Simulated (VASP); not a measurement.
# SiC30 (a cell with a defect) in VASP: a series of runs

SiC30 (a cell with a defect) is run at these levels: PBE+D3(BJ); tasks: single point.

Program: VASP 6.6.1. These are calculated values, not measurements. Logs are shortened: lines on timing, memory, paths and dates and some standing lists are left out, and cuts for length are marked.

## Step 1: The cell of the first run

The cell holds a defect, 31 atoms: a = 7.135 Å, b = 7.433 Å, c = 7.433 Å, α = 70.11°, β = 61.32°, γ = 61.32°.

## Step 2: Single point, PBE+D3(BJ) (atoms taken out, then relaxed in part)

Input file INCAR:

```
SYSTEM = SiC30
ALGO = Normal
EDIFF = 1E-6
ENCUT = 520
GGA = PE
GGA_COMPAT = .False.
ISIF = 2
ISMEAR = 0
IVDW = 12
LASPH = .True.
LCHARG = .False.
LREAL = Auto
LWAVE = .False.
NBANDS = 83
NELM = 120
PREC = Accurate
SIGMA = 0.1
```

Input file KPOINTS:

```
k-points
0
Gamma
  4 4 4
  0 0 0
```

Input file POSCAR:

```
SiC30
1.0
    0.0000000000      0.0000000000      7.1348525476
   -4.9294762873      4.2690516923      3.5674262738
   -4.9294762874     -4.2690516922      3.5674262738
Si C
1 30
Direct
    0.3750000000      0.6223027867      0.6276972133
    0.8750000000      0.5397328978      0.7102671022
    0.2423560292      0.9151210444      0.6001668972
    0.7502129596      0.9123993705      0.5871747104
    0.1254939631      0.2877344809      0.4612775928
    0.6324039057      0.2798875175      0.4553046711
   -0.0002129596      0.6628252896      0.3376006295
    0.5076439708      0.6498331028      0.3348789556
    0.3750000000      0.0380461985      0.2119538015
    0.8750000000      0.0390102285      0.2109897715
    0.2493167044      0.4203715326      0.0809950586
    0.7531182164      0.4126121455      0.0811514216
    0.1175960943      0.7946953289      0.9701124825
    0.6245060369      0.7887224072      0.9622655191
    0.9968817836      0.1688485784      0.8373878545
    0.5006832956      0.1690049414      0.8296284674
    0.5076444448      0.3294960808      0.6552150295
   -0.0002139102      0.3322179175      0.6682099029
    0.8750000000      0.7048728733      0.5451271267
    0.2493109140      0.0756257502      0.4257524218
    0.7531161821      0.0757845935      0.4179830423
    0.1254980793      0.4558947350      0.2931091064
    0.6324071208      0.4499254201      0.2852603384
    0.5006890860      0.8242475782      0.1743742498
   -0.0031161821      0.8320169577      0.1742154065
    0.3750000000      0.2065997893      0.0434002107
    0.8750000000      0.2056314973      0.0443685027
    0.2423555552      0.5947849705      0.9205039192
    0.7502139102      0.5817900971      0.9177820825
    0.1175928792      0.9647396616      0.8000745799
    0.6245019207      0.9568908936      0.7941052650
```

Potentials or basis: VASP PAW PBE potentials, release 64 (Si, C).

Launch:

```console
$ cat potpaw_PBE.64/Si/POTCAR potpaw_PBE.64/C/POTCAR > POTCAR
$ mpirun -np 1 vasp_std > vasp.out
```

OUTCAR:

```text
SYSTEM = SiC30
   EDIFF = 1E-6
   ENCUT = 520
   GGA = PE
   ISIF = 2
   ISMEAR = 0
   IVDW = 12
   LASPH = .True.
   LREAL = Auto
   NELM = 120
   PREC = Accurate
 IVDW          = 12

 ion  position               nearest neighbor table
   1  0.375  0.622  0.628-  17 1.89  28 1.89   3 1.89   8 1.89
   2  0.875  0.540  0.710-  19 1.41  18 1.42  29 1.42
   3  0.242  0.915  0.600-  30 1.39  20 1.43   1 1.89
   4  0.750  0.912  0.587-  19 1.42  21 1.42  31 1.42
   5  0.125  0.288  0.461-  18 1.42  20 1.43  22 1.44
   6  0.632  0.280  0.455-  21 1.39  17 1.39  23 1.45
   7  1.000  0.663  0.338-  19 1.42  25 1.42  22 1.42
[... 22 lines left out ...]
  30  0.118  0.965  0.800-  15 1.39   3 1.39  13 1.45
  31  0.625  0.957  0.794-   4 1.42  16 1.43  14 1.44

  LATTYP: Found a body centered orthorhombic cell.
 ALAT       =     7.1348525476
 B/A-ratio  =     1.1966755203
 C/A-ratio  =     1.3818018675

  Lattice vectors:

 A1 = (   4.9294762873,  -4.2690516923,  -3.5674262738)
 A2 = (   4.9294762874,   4.2690516922,   3.5674262738)
 A3 = (  -4.9294762874,  -4.2690516922,   3.5674262738)

Analysis of symmetry for initial positions (statically):
=====================================================================
 Subroutine PRICEL returns:
 Original cell was already a primitive cell.

 Routine SETGRP: Setting up the symmetry group for a
 body centered orthorhombic supercell.

 Subroutine GETGRP returns: Found  4 space group operations
 (whereof  2 operations were pure point group operations)
 out of a pool of  8 trial point group operations.

The static configuration has the point symmetry C_1h.
 The point group associated with its full space group is C_2v.

Analysis of symmetry for dynamics (positions and initial velocities):
=====================================================================
 Subroutine PRICEL returns:
 Original cell was already a primitive cell.

 Routine SETGRP: Setting up the symmetry group for a
 body centered orthorhombic supercell.

 Subroutine GETGRP returns: Found  4 space group operations
 (whereof  2 operations were pure point group operations)
 out of a pool of  8 trial point group operations.

The dynamic configuration has the point symmetry C_1h.
 The point group associated with its full space group is C_2v.

 Subroutine INISYM returns: Found  4 space group operations
 (whereof  2 operations are pure point group operations),
 and found     1 'primitive' translations

----------------------------------------------------------------------------------------

                                     Primitive cell

  volume of cell :     300.2944

  direct lattice vectors                    reciprocal lattice vectors
     0.000000000  0.000000000  7.134852548     0.101430653 -0.000000000  0.140157066
    -4.929476287  4.269051692  3.567426274    -0.101430653  0.117122030  0.000000000
    -4.929476287 -4.269051692  3.567426274    -0.101430653 -0.117122030  0.000000000

  length of vectors
     7.134852548  7.433106285  7.433106285     0.173009192  0.154937882  0.154937882

  position of ions in fractional coordinates (direct lattice)
     0.375000000  0.622302787  0.627697213
     0.875000000  0.539732898  0.710267102
     0.242356029  0.915121044  0.600166897
     0.750212960  0.912399370  0.587174710
     0.125493963  0.287734481  0.461277593
     0.632403906  0.279887518  0.455304671
[... 23 lines left out ...]
     0.117592879  0.964739662  0.800074580
     0.624501921  0.956890894  0.794105265

  ion indices of the primitive-cell ions
   primitive index   ion index
                 1           1
                 2           2
                 3           3
                 4           4
                 5           5
                 6           6
[... 23 lines left out ...]
                30          30
                31          31

----------------------------------------------------------------------------------------

 KPOINTS: k-points

Automatic generation of k-mesh.
 Grid dimensions read from file:
 generate k-points for:    4    4    4

 Generating k-lattice:

  Cartesian coordinates                     Fractional coordinates (reciprocal lattice)
     0.025357663 -0.000000000  0.035039267     0.250000000  0.000000000  0.000000000
    -0.025357663  0.029280507  0.000000000     0.000000000  0.250000000  0.000000000
    -0.025357663 -0.029280507  0.000000000     0.000000000  0.000000000  0.250000000

  Length of vectors
     0.043252298  0.038734471  0.038734471

  Shift w.r.t. Gamma in fractional coordinates (k-lattice)
     0.000000000  0.000000000  0.000000000

 Subroutine IBZKPT returns following result:
 ===========================================

 Found     18 irreducible k-points:

 Following reciprocal coordinates:
            Coordinates               Weight
  0.000000  0.000000  0.000000      1.000000
  0.250000  0.000000  0.000000      4.000000
  0.500000  0.000000  0.000000      2.000000
  0.000000  0.250000  0.000000      4.000000
  0.250000  0.250000  0.000000      4.000000
  0.500000  0.250000  0.000000      8.000000
[... 10 lines left out ...]
  0.500000 -0.250000  0.250000      2.000000
  0.000000  0.500000  0.500000      1.000000
   k-points           NKPTS =     18   k-points in BZ     NKDIM =     18   number of bands    NBANDS=     83
   number of dos      NEDOS =    301   number of ions     NIONS =     31
   total plane-waves  NPLWV = 169344
   dimension x,y,z NGX =    54 NGY =   56 NGZ =   56
   dimension x,y,z NGXF=   108 NGYF=  112 NGZF=  112
   ions per type =               1  30
   NGX,Y,Z   is equivalent  to a cutoff of  12.58, 12.52, 12.52 a.u.
   NGXF,Y,Z  is equivalent  to a cutoff of  25.16, 25.05, 25.05 a.u.
 SYSTEM =  SiC30
   PREC   = accura    normal or accurate (medium, high low for compatibility)
   ISTART =      0    job   : 0-new  1-cont  2-samecut
   ICHARG =      2    charge: 1-file 2-atom 10-const
   ISPIN  =      1    spin polarized calculation?
   LNONCOLLINEAR =      F non collinear calculations
   LSORBIT =      F    spin-orbit coupling
   LASPH  =      T    aspherical Exc in radial PAW
   ENCUT  =  520.0 eV  38.22 Ry    6.18 a.u.  13.27 13.82 13.82*2*pi/ulx,y,z
   NELM   =    120;   NELMIN=  2; NELMDL= -5     # of ELM steps
   EDIFF  = 0.1E-05   stopping-criterion for ELM
   LREAL  =      T    real-space projection
   EDIFFG = 0.1E-04   stopping-criterion for IOM
   NSW    =      0    number of steps for IOM
   IBRION =     -1    ionic relax: 0-MD 1-quasi-New 2-CG
   NFREE  =      0    steps in history (QN), initial steepest desc. (CG)
   ISIF   =      2    stress and relaxation
   ISYM   =      2    0-nonsym 1-usesym 2-fastsym
   POTIM  = 0.5000    time-step for ionic-motion
   TEBEG  =    0.0;   TEEND  =   0.0 temperature during run
   PSTRESS=    0.0 pullay stress
   NELECT =     124.0000    total number of electrons
   NUPDOWN=      -1.0000    fix difference up-down
   EMIN   =  10.00;   EMAX   =-10.00  energy-range for DOS
   EFERMI =   0.00;   METHOD = LEGACY
   ISMEAR =     0;   SIGMA  =   0.10  broadening in eV -4-tet -1-fermi 0-gaus
   EFERMI_NEDOS =   21; number of points for ismear=-14 and -15
   IALGO  =     38    algorithm
   IMIX   =      4    mixing-type and parameters
     AMIX     =   0.40;   BMIX     =  1.00
     AMIX_MAG =   1.60;   BMIX_MAG =  1.00
  volume/ion in A,a.u.               =       9.69        65.37
  Fermi-wavevector in a.u.,A,eV,Ry     =   1.219082  2.303731 20.220454  1.486161
  Thomas-Fermi vector in A             =   2.354347
   LORBIT       =      0    0 simple, 1 ext, 2 COOP (PROOUT), +10 PAW based schemes
   GGA     = PE    functional components
   LHFCALC =     F    Hartree Fock is set to
   AEXX    =    0.0000 exact exchange contribution
   IVDW    =    12    specifies the selected vdW correction
   LEPSILON=     F    determine dielectric tensor
   LRPA    =     F    only Hartree local field effects (RPA)
 non-spin polarized calculation
 Gauss-broadening in eV      SIGMA  =   0.10
  energy-cutoff  :      520.00
  volume of cell :      300.29
 maximum number of plane-waves:      8118
 NGX is ok and might be reduce to    54
   NGX = 27   NGY = 27   NGZ = 27

 number of electron     124.0000001 magnetization

 Free energy of the ion-electron system (eV)
  ---------------------------------------------------
  ext. energy  EPLUGINS =         0.00000000
  ---------------------------------------------------
  free energy    TOTEN  =      -276.85069609 eV

  energy without entropy =     -276.84042087  energy(sigma->0) =     -276.84555848

 E-fermi :   3.7384     XC(G=0):  -9.8718

 val. band max:        3.7113890917   @ k =   0.5000   0.5000   0.0000
 cond. band min:       3.8003504963   @ k =   0.5000   0.0000   0.0000
 fundamental gap:      0.0889614047
 Fermi energy:         3.7383674021

 k-point     1 :       0.0000    0.0000    0.0000
  band No.  band energies     occupation
      1     -15.2664      2.00000
      2     -14.0107      2.00000
      3     -13.7767      2.00000
      4     -13.6650      2.00000
      5     -13.4801      2.00000
      6     -12.7431      2.00000
[... 66 lines left out ...]
     73       9.9880      0.00000
     74      10.1004      0.00000

 k-point     2 :       0.2500    0.0000    0.0000
  band No.  band energies     occupation
      1     -15.2064      2.00000
      2     -14.2892      2.00000
      3     -13.6767      2.00000
      4     -13.6669      2.00000
      5     -13.2870      2.00000
      6     -12.8843      2.00000
[... 66 lines left out ...]
     73       9.3030      0.00000
     74       9.4643      0.00000

 k-point     3 :       0.5000    0.0000    0.0000
  band No.  band energies     occupation
      1     -15.1273      2.00000
      2     -14.4810      2.00000
      3     -13.6689      2.00000
      4     -13.6686      2.00000
      5     -13.1202      2.00000
      6     -12.9769      2.00000
[... 1144 lines left out ...]
     73       8.7338      0.00000
     74       8.9924      0.00000

 k-point    18 :       0.0000    0.5000    0.5000
  band No.  band energies     occupation
      1     -15.1245      2.00000
      2     -14.1821      2.00000
      3     -13.9314      2.00000
      4     -13.7898      2.00000
      5     -13.5385      2.00000
      6     -12.5899      2.00000
[... 66 lines left out ...]
     73       9.2674      0.00000
     74       9.4893      0.00000
 [bands above 74 left out]

------------------------ aborting loop because EDIFF is reached ----------------------------------------

 Edisp (eV)   -4.63184

 E8    (eV) :    -1.3405

  FORCE on cell =-STRESS in cart. coord.  units (eV):
  Direction    XX          YY          ZZ          XY          YZ          ZX
  --------------------------------------------------------------------------------------
  -------------------------------------------------------------------------------------
  Total      34.59486   -14.46716    -1.56762    -0.00000     0.00000     0.00000
  in kB     184.57591   -77.18742    -8.36383    -0.00000     0.00000     0.00000
  external pressure =       33.01 kB  Pullay stress =        0.00 kB

 VOLUME and BASIS-vectors are now :
 -----------------------------------------------------------------------------
  energy-cutoff  :      520.00
  volume of cell :      300.29
      direct lattice vectors                 reciprocal lattice vectors
     0.000000000  0.000000000  7.134852548     0.101430653 -0.000000000  0.140157066
    -4.929476287  4.269051692  3.567426274    -0.101430653  0.117122030  0.000000000
    -4.929476287 -4.269051692  3.567426274    -0.101430653 -0.117122030  0.000000000

 POSITION                                       TOTAL-FORCE (eV/Angst)
 -----------------------------------------------------------------------------------
     -6.16185     -0.02303      7.13485         0.000000      0.000987      0.000000
     -6.16185     -0.72802     10.70228         0.000000      0.003331      0.000000
     -7.46958      1.34456      7.13485         0.047443     -0.017545      0.000000
     -7.39211      1.38840     10.70228         0.000896      0.007564     -0.000000
     -3.69224     -0.74086      3.56743         0.011996      0.005759     -0.000000
     -3.62411     -0.74886      7.13485         0.014447      0.011488     -0.000000
[... 23 lines left out ...]
     -8.69961      0.70296      7.13485        -0.011062     -0.009749      0.000000
     -8.63149      0.69494     10.70228        -0.005532     -0.004042      0.000000
 -----------------------------------------------------------------------------------
    total drift:                                0.000000      0.017020      0.000000

  FREE ENERGIE OF THE ION-ELECTRON SYSTEM (eV)
  ---------------------------------------------------
  free  energy   TOTEN  =      -281.4825403298 eV

  energy  without entropy=     -281.4722651068  energy(sigma->0) =     -281.47740272
```

Run time: 12 min. Hardware: 1 thread of Intel Xeon Platinum 8559C (Emerald Rapids), shared host; peak memory 0.54 GiB.

What came out:

| Quantity | Value |
| --- | --- |
| Free energy | -281.4825 eV |
| Pressure | 3.3 GPa |
| Largest force | 0.051 eV/Å |
| Band gap on the k mesh | zero (bands 62 and 63 overlap by 0.14 eV) |
| Dispersion energy per atom | -0.149 eV |

Forces in eV/Å, atoms in the order of the input:
```
Si   0.000  0.001  0.000
C    0.000  0.003  0.000
C    0.047 -0.018  0.000
C    0.001  0.008  0.000
C    0.012  0.006  0.000
C    0.014  0.011  0.000
C   -0.001  0.008  0.000
C   -0.047 -0.018  0.000
C    0.000 -0.009  0.000
C    0.000 -0.002  0.000
C    0.000 -0.003  0.000
C    0.003  0.002  0.000
C   -0.014  0.011  0.000
C   -0.012  0.006  0.000
C   -0.003  0.002  0.000
C    0.000 -0.003  0.000
C   -0.045  0.014  0.000
C   -0.001 -0.004  0.000
C    0.000  0.002  0.000
C    0.009  0.008  0.000
C    0.005 -0.007  0.000
C    0.006 -0.004  0.000
C    0.011 -0.010  0.000
C   -0.009  0.008  0.000
C   -0.005 -0.007  0.000
C    0.000  0.001  0.000
C    0.000 -0.004  0.000
C    0.045  0.014  0.000
C    0.001 -0.004  0.000
C   -0.011 -0.010  0.000
C   -0.006 -0.004  0.000
```

Stress tensor (GPa, compression positive):
```
18.46  0.00  0.00
 0.00 -7.72  0.00
 0.00  0.00 -0.84
```

Caveat: the cell differs from its parent crystal (atoms taken out, then relaxed in part).

(Continued in part 2 of 2.)

The gap in the log of VASP goes by the Fermi energy; the results here count the filled bands.